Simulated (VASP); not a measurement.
# Ba (Im-3m) in VASP: a series of runs

Runs on Ba. Level: PBEsol. Tasks: single point.

All numbers are computed with VASP 6.6.1; they aren't measurements. Logs are shortened: lines on timing, memory, paths and dates and some standing lists are left out, and cuts for length are marked.

## 1. The cell of the first run

It takes space group Im-3m (No. 229, cubic). The conventional cell has a = 5.087 Å, b = 5.087 Å, c = 5.087 Å, α = 90.00°, β = 90.00°, γ = 90.00°. Ba (site symmetry m-3m) has 14 Ba at 4.41 to 5.09 Å within 5.8 Å.

## 2. Single point, PBEsol (Ca replaced by Ba, lengths x 1.133, strained)

INCAR reads:

```
SYSTEM = Ba
PREC     = Accurate       ! precision mode
ENCUT    = 520            ! plane-wave cutoff, eV
EDIFF    = 1E-6           ! SCF threshold, eV
ISMEAR   = 0              ! smearing method
SIGMA    = 0.1            ! smearing width, eV
LREAL    = .FALSE.        ! projectors in reciprocal space
LASPH    = .TRUE.         ! aspherical terms in the spheres
NELM     = 100            ! most SCF steps
ALGO     = Normal         ! electronic algorithm
ISIF     = 2              ! what is computed and relaxed
LWAVE    = .FALSE.        ! write WAVECAR
LCHARG   = .FALSE.        ! write CHGCAR
GGA      = PS             ! functional
NBANDS   = 11             ! bands
```

KPOINTS reads:

```
regular mesh
0
G
  6 6 6
  0 0 0
```

POSCAR reads:

```
Ba
1.0
   -2.5433252473      2.5433252473      2.5433252473
    2.5433252473     -2.5433252473      2.5433252473
    2.5433252473      2.5433252473     -2.5433252473
Ba
1
Direct
    0.0000000000      0.0000000000      0.0000000000
```

Potentials or basis: VASP PAW PBE potentials, release 64 (Ba_sv).

Started as:

```console
$ cat potpaw_PBE.64/Ba_sv/POTCAR > POTCAR
$ mpirun -np 1 vasp_std > vasp.out
```

OUTCAR:

```text
SYSTEM = Ba
   PREC = Accurate
   ENCUT = 520
   EDIFF = 1E-6
   ISMEAR = 0
   LREAL = .FALSE.
   LASPH = .TRUE.
   NELM = 100
   ISIF = 2
   GGA = PS

 ion  position               nearest neighbor table
   1  0.000  0.000  0.000-

  LATTYP: Found a body centered cubic cell.
 ALAT       =     5.0866504946

  Lattice vectors:

 A1 = (  -2.5433252473,   2.5433252473,   2.5433252473)
 A2 = (   2.5433252473,  -2.5433252473,   2.5433252473)
 A3 = (   2.5433252473,   2.5433252473,  -2.5433252473)

Analysis of symmetry for initial positions (statically):
=====================================================================
 Subroutine PRICEL returns:
 Original cell was already a primitive cell.

 Routine SETGRP: Setting up the symmetry group for a
 body centered cubic supercell.

 Subroutine GETGRP returns: Found 48 space group operations
 (whereof 48 operations were pure point group operations)
 out of a pool of 48 trial point group operations.

The static configuration has the point symmetry O_h .

Analysis of symmetry for dynamics (positions and initial velocities):
=====================================================================
 Subroutine PRICEL returns:
 Original cell was already a primitive cell.

 Routine SETGRP: Setting up the symmetry group for a
 body centered cubic supercell.

 Subroutine GETGRP returns: Found 48 space group operations
 (whereof 48 operations were pure point group operations)
 out of a pool of 48 trial point group operations.

The dynamic configuration has the point symmetry O_h .

 Subroutine INISYM returns: Found 48 space group operations
 (whereof 48 operations are pure point group operations),
 and found     1 'primitive' translations

----------------------------------------------------------------------------------------

                                     Primitive cell

  volume of cell :      65.8060

  direct lattice vectors                    reciprocal lattice vectors
    -2.543325247  2.543325247  2.543325247     0.000000000  0.196593023  0.196593023
     2.543325247 -2.543325247  2.543325247     0.196593023  0.000000000  0.196593023
     2.543325247  2.543325247 -2.543325247     0.196593023  0.196593023  0.000000000

  length of vectors
     4.405168548  4.405168548  4.405168548     0.278024520  0.278024520  0.278024520

  position of ions in fractional coordinates (direct lattice)
     0.000000000  0.000000000  0.000000000

  ion indices of the primitive-cell ions
   primitive index   ion index
                 1           1

----------------------------------------------------------------------------------------

 KPOINTS: regular mesh

Automatic generation of k-mesh.
 Grid dimensions read from file:
 generate k-points for:    6    6    6

 Generating k-lattice:

  Cartesian coordinates                     Fractional coordinates (reciprocal lattice)
     0.000000000  0.032765504  0.032765504     0.166666667  0.000000000  0.000000000
     0.032765504  0.000000000  0.032765504     0.000000000  0.166666667  0.000000000
     0.032765504  0.032765504  0.000000000     0.000000000  0.000000000  0.166666667

  Length of vectors
     0.046337420  0.046337420  0.046337420

  Shift w.r.t. Gamma in fractional coordinates (k-lattice)
     0.000000000  0.000000000  0.000000000

 Subroutine IBZKPT returns following result:
 ===========================================

 Found     16 irreducible k-points:

 Following reciprocal coordinates:
            Coordinates               Weight
  0.000000  0.000000  0.000000      1.000000
  0.166667  0.000000  0.000000     12.000000
  0.333333  0.000000  0.000000     12.000000
  0.500000  0.000000  0.000000      6.000000
  0.166667  0.166667  0.000000     24.000000
  0.333333  0.166667 -0.000000     48.000000
[... 8 lines left out ...]
  0.500000  0.500000  0.333333     12.000000
  0.500000  0.500000  0.500000      1.000000
   k-points           NKPTS =     16   k-points in BZ     NKDIM =     16   number of bands    NBANDS=     11
   number of dos      NEDOS =    301   number of ions     NIONS =      1
   total plane-waves  NPLWV =  46656
   dimension x,y,z NGX =    36 NGY =   36 NGZ =   36
   dimension x,y,z NGXF=    72 NGYF=   72 NGZF=   72
   ions per type =               1
   NGX,Y,Z   is equivalent  to a cutoff of  13.59, 13.59, 13.59 a.u.
   NGXF,Y,Z  is equivalent  to a cutoff of  27.17, 27.17, 27.17 a.u.
 SYSTEM =  Ba
   PREC   = accura    normal or accurate (medium, high low for compatibility)
   ISTART =      0    job   : 0-new  1-cont  2-samecut
   ICHARG =      2    charge: 1-file 2-atom 10-const
   ISPIN  =      1    spin polarized calculation?
   LNONCOLLINEAR =      F non collinear calculations
   LSORBIT =      F    spin-orbit coupling
   LASPH  =      T    aspherical Exc in radial PAW
   ENCUT  =  520.0 eV  38.22 Ry    6.18 a.u.   8.19  8.19  8.19*2*pi/ulx,y,z
   NELM   =    100;   NELMIN=  2; NELMDL= -5     # of ELM steps
   EDIFF  = 0.1E-05   stopping-criterion for ELM
   LREAL  =      F    real-space projection
   EDIFFG = 0.1E-04   stopping-criterion for IOM
   NSW    =      0    number of steps for IOM
   IBRION =     -1    ionic relax: 0-MD 1-quasi-New 2-CG
   NFREE  =      0    steps in history (QN), initial steepest desc. (CG)
   ISIF   =      2    stress and relaxation
   ISYM   =      2    0-nonsym 1-usesym 2-fastsym
   POTIM  = 0.5000    time-step for ionic-motion
   TEBEG  =    0.0;   TEEND  =   0.0 temperature during run
   PSTRESS=    0.0 pullay stress
   NELECT =      10.0000    total number of electrons
   NUPDOWN=      -1.0000    fix difference up-down
   EMIN   =  10.00;   EMAX   =-10.00  energy-range for DOS
   EFERMI =   0.00;   METHOD = LEGACY
   ISMEAR =     0;   SIGMA  =   0.10  broadening in eV -4-tet -1-fermi 0-gaus
   EFERMI_NEDOS =   21; number of points for ismear=-14 and -15
   IALGO  =     38    algorithm
   IMIX   =      4    mixing-type and parameters
     AMIX     =   0.40;   BMIX     =  1.00
     AMIX_MAG =   1.60;   BMIX_MAG =  1.00
  volume/ion in A,a.u.               =      65.81       444.08
  Fermi-wavevector in a.u.,A,eV,Ry     =   0.873614  1.650891 10.383986  0.763201
  Thomas-Fermi vector in A             =   1.993029
   LORBIT       =      0    0 simple, 1 ext, 2 COOP (PROOUT), +10 PAW based schemes
   GGA     = PS    functional components
   LHFCALC =     F    Hartree Fock is set to
   AEXX    =    0.0000 exact exchange contribution
   IVDW    =     0    specifies the selected vdW correction
   LEPSILON=     F    determine dielectric tensor
   LRPA    =     F    only Hartree local field effects (RPA)
 non-spin polarized calculation
 Gauss-broadening in eV      SIGMA  =   0.10
  energy-cutoff  :      520.00
  volume of cell :       65.81
 maximum number of plane-waves:      1830
 NGX is ok and might be reduce to    36
   NGX = 17   NGY = 17   NGZ = 17

 number of electron      10.0000000 magnetization

 number of electron       9.9999999 magnetization

 Free energy of the ion-electron system (eV)
  ---------------------------------------------------
  ext. energy  EPLUGINS =         0.00000000
  ---------------------------------------------------
  free energy    TOTEN  =        -2.12354640 eV

  energy without entropy =       -2.11605616  energy(sigma->0) =       -2.11980128

 E-fermi :   1.4187     XC(G=0):  -7.3669

 val. band max:        1.3014972548   @ k =  -0.3333   0.5000   0.1667
 cond. band min:       1.4258445904   @ k =   0.3333   0.1667   0.1667
 fundamental gap:      0.1243473355
 Fermi energy:         1.4187092528

 k-point     1 :       0.0000    0.0000    0.0000
  band No.  band energies     occupation
      1     -27.5433      2.00000
      2     -12.4964      2.00000
      3     -12.4964      2.00000
      4     -12.4964      2.00000
      5      -1.3464      2.00000
      6       3.1589      0.00000
      7       3.1589      0.00000
      8       3.1589      0.00000
      9       4.5329      0.00000
     10       4.5329      0.00000
     11       8.2118      0.00000

 k-point     2 :       0.1667    0.0000    0.0000
  band No.  band energies     occupation
      1     -27.5343      2.00000
      2     -12.6027      2.00000
      3     -12.5298      2.00000
      4     -12.4969      2.00000
      5      -0.8728      2.00000
      6       2.8131      0.00000
      7       2.8727      0.00000
      8       3.6580      0.00000
      9       4.2097      0.00000
     10       4.5285      0.00000
     11       8.6238      0.00000

 k-point     3 :       0.3333    0.0000    0.0000
  band No.  band energies     occupation
      1     -27.5164      2.00000
      2     -12.8042      2.00000
      3     -12.5952      2.00000
      4     -12.4980      2.00000
      5       0.1316      2.00000
      6       2.2884      0.00000
      7       2.3143      0.00000
      8       4.4483      0.00000
      9       4.7351      0.00000
     10       5.0436      0.00000
     11       7.8060      0.00000

 k-point     4 :       0.5000    0.0000    0.0000
  band No.  band energies     occupation
      1     -27.5073      2.00000
      2     -12.9000      2.00000
      3     -12.6274      2.00000
      4     -12.4986      2.00000
      5       0.5191      2.00000
      6       2.0754      0.00000
      7       2.5290      0.00000
      8       4.4684      0.00000
      9       5.0403      0.00000
     10       6.4069      0.00000
     11       6.9268      0.00000
[... 127 lines left out ...]
 k-point    14 :      -0.3333    0.3333    0.3333
  band No.  band energies     occupation
      1     -27.4945      2.00000
      2     -12.7634      2.00000
      3     -12.7059      2.00000
      4     -12.7059      2.00000
      5       1.0824      2.00000
      6       1.4821      0.37008
      7       3.6866      0.00000
      8       3.6866      0.00000
      9       4.4078      0.00000
     10       4.9507      0.00000
     11       8.9110      0.00000

 k-point    15 :       0.5000    0.5000    0.3333
  band No.  band energies     occupation
      1     -27.4872      2.00000
      2     -12.8095      2.00000
      3     -12.7417      2.00000
      4     -12.7113      2.00000
      5       1.1487      1.99987
      6       1.2221      1.99458
      7       3.6890      0.00000
      8       3.8965      0.00000
      9       5.5842      0.00000
     10       6.0479      0.00000
     11       6.8937      0.00000

 k-point    16 :       0.5000    0.5000    0.5000
  band No.  band energies     occupation
      1     -27.4804      2.00000
      2     -12.7786      2.00000
      3     -12.7786      2.00000
      4     -12.7786      2.00000
      5       0.9172      2.00000
      6       0.9172      2.00000
      7       5.5263      0.00000
      8       5.5263      0.00000
      9       5.5263      0.00000
     10       5.9410      0.00000
     11       5.9410      0.00000

------------------------ aborting loop because EDIFF is reached ----------------------------------------

  FORCE on cell =-STRESS in cart. coord.  units (eV):
  Direction    XX          YY          ZZ          XY          YZ          ZX
  --------------------------------------------------------------------------------------
  -------------------------------------------------------------------------------------
  Total       -0.3359223     -0.3359223     -0.3359223     -0.0000000     -0.0000000      0.0000000
  in kB       -8.1786891     -8.1786891     -8.1786891     -0.0000000     -0.0000000      0.0000000
  external PRESSURE =      -8.1786891 kB  Pullay stress =       0.0000000 kB

 VOLUME and BASIS-vectors are now :
 -----------------------------------------------------------------------------
  energy-cutoff  :      520.00
  volume of cell :       65.81
      direct lattice vectors                 reciprocal lattice vectors
    -2.543325247  2.543325247  2.543325247     0.000000000  0.196593023  0.196593023
     2.543325247 -2.543325247  2.543325247     0.196593023  0.000000000  0.196593023
     2.543325247  2.543325247 -2.543325247     0.196593023  0.196593023  0.000000000

 POSITION                                       TOTAL-FORCE (eV/Angst)
 -----------------------------------------------------------------------------------
      0.00000      0.00000      0.00000         0.000000     -0.000000     -0.000000
 -----------------------------------------------------------------------------------
    total drift:                               -0.000000      0.000000      0.000000

  FREE ENERGIE OF THE ION-ELECTRON SYSTEM (eV)
  ---------------------------------------------------
  free  energy   TOTEN  =        -2.1235464011 eV

  energy  without entropy=       -2.1160561599  energy(sigma->0) =       -2.11980128
```

It took 7.3 s on 1 thread of Intel Xeon Platinum 8559C (Emerald Rapids), shared host; peak memory 0.19 GiB.

What came out:

* Free energy: -2.1235 eV
* Pressure: -0.8 GPa
* Band gap on the k mesh: zero (band 5 reaches 1.48 eV, above the bottom of band 6 at 0.92 eV)

Caveat: the cell differs from its parent crystal (Ca replaced by Ba, lengths x 1.133, strained); the PAW data sets were made with another functional, which shifts forces and pressure a little; spin-orbit coupling is left out, which moves the levels of the heavy elements.

## 3. Single point, PBEsol (Ca replaced by Ba, lengths x 1.133, strained)

INCAR reads:

```
SYSTEM = Ba
  PREC = Accurate
  ENCUT = 520
  EDIFF = 1E-6
  ISMEAR = 0
  SIGMA = 0.1
  LREAL = .False.
  LASPH = .True.
  NELM = 80
  ALGO = Normal
  ISIF = 2
  LWAVE = .False.
  LCHARG = .False.
  GGA = PS
  NBANDS = 11
```

KPOINTS reads:

```
Automatic mesh
0
Gamma
  12 12 12
  0 0 0
```

POSCAR is that of step 2.

Potentials or basis: VASP PAW PBE potentials, release 64 (Ba_sv).

Started as:

```console
$ cat potpaw_PBE.64/Ba_sv/POTCAR > POTCAR
$ mpirun -np 1 vasp_std > vasp.out
```

OUTCAR:

```text
SYSTEM = Ba
   PREC = Accurate
   ENCUT = 520
   EDIFF = 1E-6
   ISMEAR = 0
   LREAL = .False.
   LASPH = .True.
   NELM = 80
   ISIF = 2
   GGA = PS

 ion  position               nearest neighbor table
   1  0.000  0.000  0.000-

  LATTYP: Found a body centered cubic cell.
 ALAT       =     5.0866504946

  Lattice vectors:

 A1 = (  -2.5433252473,   2.5433252473,   2.5433252473)
 A2 = (   2.5433252473,  -2.5433252473,   2.5433252473)
 A3 = (   2.5433252473,   2.5433252473,  -2.5433252473)

Analysis of symmetry for initial positions (statically):
=====================================================================
 Subroutine PRICEL returns:
 Original cell was already a primitive cell.

 Routine SETGRP: Setting up the symmetry group for a
 body centered cubic supercell.

 Subroutine GETGRP returns: Found 48 space group operations
 (whereof 48 operations were pure point group operations)
 out of a pool of 48 trial point group operations.

The static configuration has the point symmetry O_h .

Analysis of symmetry for dynamics (positions and initial velocities):
=====================================================================
 Subroutine PRICEL returns:
 Original cell was already a primitive cell.

 Routine SETGRP: Setting up the symmetry group for a
 body centered cubic supercell.

 Subroutine GETGRP returns: Found 48 space group operations
 (whereof 48 operations were pure point group operations)
 out of a pool of 48 trial point group operations.

The dynamic configuration has the point symmetry O_h .

 Subroutine INISYM returns: Found 48 space group operations
 (whereof 48 operations are pure point group operations),
 and found     1 'primitive' translations

----------------------------------------------------------------------------------------

[... 109 lines left out ...]
     AMIX     =   0.40;   BMIX     =  1.00
     AMIX_MAG =   1.60;   BMIX_MAG =  1.00
  volume/ion in A,a.u.               =      65.81       444.08
  Fermi-wavevector in a.u.,A,eV,Ry     =   0.873614  1.650891 10.383986  0.763201
  Thomas-Fermi vector in A             =   1.993029
   LORBIT       =      0    0 simple, 1 ext, 2 COOP (PROOUT), +10 PAW based schemes
   GGA     = PS    functional components
   LHFCALC =     F    Hartree Fock is set to
   AEXX    =    0.0000 exact exchange contribution
   IVDW    =     0    specifies the selected vdW correction
   LEPSILON=     F    determine dielectric tensor
   LRPA    =     F    only Hartree local field effects (RPA)
 non-spin polarized calculation
 Gauss-broadening in eV      SIGMA  =   0.10
  energy-cutoff  :      520.00
  volume of cell :       65.81
 maximum number of plane-waves:      1830
 NGX is ok and might be reduce to    36
   NGX = 17   NGY = 17   NGZ = 17

 number of electron      10.0000000 magnetization

 number of electron       9.9999999 magnetization

 Free energy of the ion-electron system (eV)
  ---------------------------------------------------
  ext. energy  EPLUGINS =         0.00000000
  ---------------------------------------------------
  free energy    TOTEN  =        -2.12962449 eV

  energy without entropy =       -2.12348975  energy(sigma->0) =       -2.12655712

 E-fermi :   1.3929     XC(G=0):  -7.3662

 val. band max:        1.3349886638   @ k =   0.2500   0.1667   0.1667
 cond. band min:       1.3990944037   @ k =  -0.4167   0.5000   0.2500
 fundamental gap:      0.0641057399
 Fermi energy:         1.3929198748

 k-point     1 :       0.0000    0.0000    0.0000
  band No.  band energies     occupation
      1     -27.5389      2.00000
      2     -12.4921      2.00000
      3     -12.4921      2.00000
      4     -12.4921      2.00000
      5      -1.3461      2.00000
      6       3.1600      0.00000
      7       3.1600      0.00000
      8       3.1600      0.00000
      9       4.5355      0.00000
     10       4.5355      0.00000
     11       8.2120      0.00000
[... 309 lines left out ...]
 k-point    24 :       0.4167    0.0833    0.0833
  band No.  band energies     occupation
      1     -27.5023      2.00000
      2     -12.8690      2.00000
      3     -12.6412      2.00000
      4     -12.5209      2.00000
      5       0.7793      2.00000
      6       1.9872      0.00000
      7       2.3796      0.00000
      8       4.5931      0.00000
      9       5.0654      0.00000
     10       6.6709      0.00000
     11       6.7370      0.00000

 [... further k-points ...]
[... 5 lines left out ...]
  --------------------------------------------------------------------------------------
  -------------------------------------------------------------------------------------
  Total       -0.3730717     -0.3730717     -0.3730717     -0.0000000      0.0000000      0.0000000
  in kB       -9.0831653     -9.0831653     -9.0831653     -0.0000000      0.0000000      0.0000000
  external PRESSURE =      -9.0831653 kB  Pullay stress =       0.0000000 kB

 VOLUME and BASIS-vectors are now :
 -----------------------------------------------------------------------------
  energy-cutoff  :      520.00
  volume of cell :       65.81
      direct lattice vectors                 reciprocal lattice vectors
    -2.543325247  2.543325247  2.543325247     0.000000000  0.196593023  0.196593023
     2.543325247 -2.543325247  2.543325247     0.196593023  0.000000000  0.196593023
     2.543325247  2.543325247 -2.543325247     0.196593023  0.196593023  0.000000000

 POSITION                                       TOTAL-FORCE (eV/Angst)
 -----------------------------------------------------------------------------------
      0.00000      0.00000      0.00000        -0.000000      0.000000     -0.000000
 -----------------------------------------------------------------------------------
    total drift:                               -0.000000      0.000000      0.000000

  FREE ENERGIE OF THE ION-ELECTRON SYSTEM (eV)
  ---------------------------------------------------
  free  energy   TOTEN  =        -2.1296244918 eV

  energy  without entropy=       -2.1234897542  energy(sigma->0) =       -2.12655712
```

Wall time 22 s (1 thread of Intel Xeon Platinum 8559C (Emerald Rapids), shared host); peak memory 0.21 GiB.

What came out:

| Item | Value |
| --- | --- |
| Free energy | -2.1296 eV |
| Pressure | -0.9 GPa |
| Band gap on the k mesh | zero (band 5 reaches 1.88 eV, above the bottom of band 6 at 0.92 eV) |

Caveat: the cell differs from its parent crystal (Ca replaced by Ba, lengths x 1.133, strained); the PAW data sets were made with another functional, which shifts forces and pressure a little; spin-orbit coupling is left out, which moves the levels of the heavy elements.
